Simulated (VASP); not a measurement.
The system is CuI.

```
Cu I
1.0
     3.35255    0.00000    0.00000
     0.00000    3.35255    0.00000
     0.00000    0.00000    4.85805
Cu I
1 1
Direct
  0.50000 0.50000 0.50000
  0.00000 0.00000 0.00000
```

```yaml
Program: VASP 6.6.1
Task: relaxation of cell and atoms
Functional: PBE
Potentials_or_basis: VASP PAW PBE potentials, release 64 (Cu, I)
Cutoff: 600 eV
k_mesh: 16 × 16 × 12
Occupations: gaussian, width 0.1 eV
Spin: no spin polarisation
```

At the start: pressure -1.8 GPa; volume 27.30 Å³/atom.

Question: Where does the relaxation end?

Answer: Over 12 steps the energy falls by 353.4 meV/atom and the volume is 24.37 Å³/atom (-10.7 %); space group Pm-3m (No. 221, to 0.05 Å).

The path:
| step | energy change (eV) | largest force (eV/Å) | pressure (GPa) | volume (Å³) |
| --- | --- | --- | --- | --- |
| 1 | 0.0000 | 0.0000 | -1.79 | 54.60 |
| 2 | -0.2439 | 0.0000 | -0.95 | 52.10 |
| 3 | -0.5862 | 0.0000 | 0.80 | 47.89 |
| 4 | -0.0824 | 0.0000 | 16.21 | 38.01 |
| 5 | -0.6635 | 0.0000 | 3.04 | 45.39 |
| 6 | -0.6635 | 0.0000 | 3.17 | 45.08 |
| 7 | -0.7050 | 0.0000 | 0.05 | 48.60 |
| 8 | -0.7053 | 0.0000 | 0.30 | 48.25 |
| 9 | -0.7065 | 0.0000 | 0.15 | 48.55 |
| 10 | -0.7067 | 0.0000 | 0.07 | 48.67 |
| 11 | -0.7065 | 0.0000 | -0.11 | 48.92 |
| 12 | -0.7067 | 0.0000 | -0.01 | 48.74 |

Final structure:
```cif
data_structure
_symmetry_space_group_name_H-M 'P 1'
_symmetry_Int_Tables_number 1
_cell_length_a 3.6533
_cell_length_b 3.6533
_cell_length_c 3.6517
_cell_angle_alpha 90.000
_cell_angle_beta 90.000
_cell_angle_gamma 90.000
_cell_volume 48.74
loop_
_atom_site_label
_atom_site_type_symbol
_atom_site_fract_x
_atom_site_fract_y
_atom_site_fract_z
_atom_site_occupancy
Cu1 Cu 0.50000 0.50000 0.50000 1
I1 I 0.00000 0.00000 0.00000 1
```
